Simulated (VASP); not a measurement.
# HfC (P6_3/mmc) in VASP: a series of runs, part 2 of 2

VASP 6.6.1.

## (5) Single point, r2SCAN

This run uses another cell than the first one, of 12.90 Å³/atom.

Contents of POSCAR:

```
HfC
1.0
    3.3704942446      0.0000000000      0.0000000000
   -1.6852471223      2.9189337627      0.0000000000
    0.0000000000      0.0000000000      5.2457135863
Hf C
2 2
Direct
    0.6666666667      0.3333333333      0.7500000000
    0.3333333333      0.6666666667      0.2500000000
    0.0000000000      0.0000000000      0.0000000000
    0.0000000000      0.0000000000      0.5000000000
```

Contents of INCAR.step1:

```
SYSTEM = HfC
PREC = Accurate
ENCUT = 520
ISMEAR = -1
SIGMA = 0.1
LREAL = .FALSE.
LASPH = .TRUE.
NELM = 80
NBANDS = 22
GGA = PE
ALGO = Normal
EDIFF = 1E-4
LWAVE = .TRUE.
LCHARG = .FALSE.
```

Contents of INCAR.step2:

```
SYSTEM = HfC
PREC = Accurate
ENCUT = 520
EDIFF = 1E-6
ISMEAR = -1
SIGMA = 0.1
LREAL = .FALSE.
LASPH = .TRUE.
NELM = 80
ALGO = Normal
ISIF = 2
LWAVE = .FALSE.
LCHARG = .TRUE.
METAGGA = R2SCAN
LMIXTAU = .TRUE.
LELF = .TRUE.
LVHAR = .TRUE.
NBANDS = 22
ISTART = 1
```

Contents of KPOINTS:

```
Automatic mesh
0
G
  8 8 5
  0 0 0
```

Run with:

```console
$ cat potpaw_PBE.64/Hf_pv/POTCAR potpaw_PBE.64/C/POTCAR > POTCAR
$ cp INCAR.step1 INCAR
$ mpirun -np 1 vasp_std > vasp.out
$ cp INCAR.step2 INCAR
$ mpirun -np 1 vasp_std > vasp.out
```

Run time: 3.7 min. Hardware: 1 thread of Intel Xeon 8259CL, shared host; peak memory 0.2 GiB.

Results (log left out):

| Property | Result |
| --- | --- |
| Free energy | -113.6640 eV |
| Pressure | -9.3 GPa |
| Band gap on the k mesh | zero (bands 14 and 15 overlap by 1.34 eV) |

Stress tensor (GPa, compression positive):
```
-11.35   0.00   0.00
  0.00 -11.35   0.00
  0.00   0.00  -5.15
```

Levels at points of the mesh, in eV from the Fermi level:
| k point | band 10 | band 11 | band 12 | band 13 | band 14 | band 15 | band 16 | band 17 | band 18 | band 19 |
| --- | --- | --- | --- | --- | --- | --- | --- | --- | --- | --- |
| (0.00, 0.00, 0.00) | -3.26 | -3.26 | -1.37 | -1.37 | 1.21 | 1.57 | 1.57 | 2.00 | 2.00 | 2.38 |
| (0.50, 0.00, 0.00) | -4.33 | -3.63 | -3.54 | -1.76 | -1.38 | 1.45 | 4.43 | 4.78 | 4.94 | 5.55 |

Caveat: the cell stands under tension; the PAW data sets were made with another functional, which shifts forces and pressure a little; spin-orbit coupling is left out, which moves the levels of the heavy elements.

## (6) Single point, r2SCAN

This run uses another cell than the first one, of 13.22 Å³/atom.

Contents of POSCAR:

```
HfC
1.0
    3.3976768237      0.0000000000      0.0000000000
   -1.6988384119      2.9424745678      0.0000000000
    0.0000000000      0.0000000000      5.2880195551
Hf C
2 2
Direct
    0.6666666667      0.3333333333      0.7500000000
    0.3333333333      0.6666666667      0.2500000000
    0.0000000000      0.0000000000      0.0000000000
    0.0000000000      0.0000000000      0.5000000000
```

Contents of INCAR.step1:

```
SYSTEM = HfC
ALGO = Normal ; EDIFF = 1E-4
ENCUT = 520 ; GGA = PE
ISMEAR = -1 ; LASPH = .TRUE.
LCHARG = .FALSE. ; LREAL = .FALSE.
LWAVE = .TRUE. ; NBANDS = 22
NELM = 100 ; PREC = Accurate
SIGMA = 0.1
```

Contents of INCAR.step2:

```
SYSTEM = HfC
ALGO = Normal ; EDIFF = 1E-7
ENCUT = 520 ; ISIF = 2
ISMEAR = -1 ; ISTART = 1
LASPH = .TRUE. ; LCHARG = .FALSE.
LMIXTAU = .TRUE. ; LREAL = .FALSE.
LWAVE = .FALSE. ; METAGGA = R2SCAN
NBANDS = 22 ; NELM = 100
PREC = Accurate ; SIGMA = 0.1
```

Contents of KPOINTS:

```
k-points
0
G
  8 8 5
  0 0 0
```

Potentials or basis: VASP PAW PBE potentials, release 64 (Hf_pv, C).

Run with:

```console
$ cat potpaw_PBE.64/Hf_pv/POTCAR potpaw_PBE.64/C/POTCAR > POTCAR
$ cp INCAR.step1 INCAR
$ mpirun -np 1 vasp_std > vasp.out
$ cp INCAR.step2 INCAR
$ mpirun -np 1 vasp_std > vasp.out
```

OUTCAR:

```text
SYSTEM = HfC
   EDIFF = 1E-7
   ENCUT = 520
   ISIF = 2
   ISMEAR = -1
   ISTART = 1
   LASPH = .TRUE.
   LREAL = .FALSE.
   METAGGA = R2SCAN
   NELM = 100
   PREC = Accurate

 ion  position               nearest neighbor table
   1  0.667  0.333  0.750-   3 2.37   4 2.37   3 2.37   4 2.37   3 2.37   4 2.37   2 3.29   2 3.29
                             2 3.29   2 3.29   2 3.29   2 3.29
   2  0.333  0.667  0.250-   3 2.37   4 2.37   3 2.37   4 2.37   3 2.37   4 2.37   1 3.29   1 3.29
                             1 3.29   1 3.29   1 3.29   1 3.29
   3  0.000  0.000  0.000-   1 2.37   2 2.37   1 2.37   2 2.37   1 2.37   2 2.37
   4  0.000  0.000  0.500-   1 2.37   2 2.37   1 2.37   2 2.37   1 2.37   2 2.37

  LATTYP: Found a hexagonal cell.
[... 803 lines left out ...]
  -------------------------------------------------------------------------------------
  Total       -5.3637404     -5.3637408     -3.2397554      0.0000000      0.0000000      0.0000000
  in kB     -162.5513176   -162.5513314    -98.1826997      0.0000000      0.0000000      0.0000000
  external PRESSURE =    -141.0951162 kB  Pullay stress =       0.0000000 kB

 VOLUME and BASIS-vectors are now :
 -----------------------------------------------------------------------------
  energy-cutoff  :      520.00
  volume of cell :       52.87
      direct lattice vectors                 reciprocal lattice vectors
     3.397676824  0.000000000  0.000000000     0.294318751  0.169925003  0.000000000
    -1.698838412  2.942474568  0.000000000     0.000000000  0.339850006  0.000000000
     0.000000000  0.000000000  5.288019555     0.000000000  0.000000000  0.189106714

 POSITION                                       TOTAL-FORCE (eV/Angst)
 -----------------------------------------------------------------------------------
      1.69884      0.98082      3.96601         0.000000      0.000000      0.000000
     -0.00000      1.96165      1.32200        -0.000000     -0.000000      0.000000
      0.00000      0.00000      0.00000         0.000000     -0.000000      0.000000
      0.00000      0.00000      2.64401         0.000000     -0.000000      0.000000
 -----------------------------------------------------------------------------------
    total drift:                               -0.000000      0.000000     -0.000000

  FREE ENERGIE OF THE ION-ELECTRON SYSTEM (eV)
  ---------------------------------------------------
  free  energy   TOTEN  =      -113.5723286996 eV

  energy  without entropy=     -113.5464097449  energy(sigma->0) =     -113.55936922
```

Run time: 5 min. Hardware: 1 thread of Intel Xeon 8259CL, shared host; peak memory 0.2 GiB.

Results:

| Item | Value |
| --- | --- |
| Free energy | -113.5723 eV |
| Pressure | -14.1 GPa |
| Band gap on the k mesh | zero (bands 14 and 15 overlap by 1.32 eV) |

Levels at points of the mesh, in eV from the Fermi level:
| k point | band 10 | band 11 | band 12 | band 13 | band 14 | band 15 | band 16 | band 17 | band 18 | band 19 |
| --- | --- | --- | --- | --- | --- | --- | --- | --- | --- | --- |
| (0.00, 0.00, 0.00) | -3.20 | -3.20 | -1.35 | -1.35 | 1.18 | 1.54 | 1.54 | 1.95 | 1.95 | 2.31 |
| (0.50, 0.00, 0.00) | -4.30 | -3.55 | -3.51 | -1.72 | -1.40 | 1.39 | 4.31 | 4.62 | 4.80 | 5.38 |

Caveat: the cell stands under tension; the PAW data sets were made with another functional, which shifts forces and pressure a little; spin-orbit coupling is left out, which moves the levels of the heavy elements.

## (7) Summary

| cell | gap on the mesh (eV) | pressure (GPa) |
| --- | --- | --- |
| a = 3.286, b = 3.286, c = 5.115 Å, angles 90.0, 90.0, 120.0°, 4 atoms | none | 9.5 |
| a = 3.315, b = 3.315, c = 5.159 Å, angles 90.0, 90.0, 120.0°, 4 atoms | none | 2.4 |
| a = 3.343, b = 3.343, c = 5.203 Å, angles 90.0, 90.0, 120.0°, 4 atoms | none | -3.8 |
| a = 3.370, b = 3.370, c = 5.246 Å, angles 90.0, 90.0, 120.0°, 4 atoms | none | -9.3 |
| a = 3.398, b = 3.398, c = 5.288 Å, angles 90.0, 90.0, 120.0°, 4 atoms | none | -14.1 |

Alike in all rows: task single point; level r2SCAN; potentials or basis VASP PAW PBE potentials, release 64 (Hf_pv, C); no spin polarisation; k mesh 8 × 8 × 5; cutoff (eV) 520; smearing fermi-dirac 0.1 eV.

Caveats: the PAW data sets were made with another functional, which shifts forces and pressure a little; spin-orbit coupling is left out, which moves the levels of the heavy elements; the cell stands under tension (at least some runs); the cell stands under pressure (at least some runs).

Absolute energies hang on the potentials; compare differences alone.
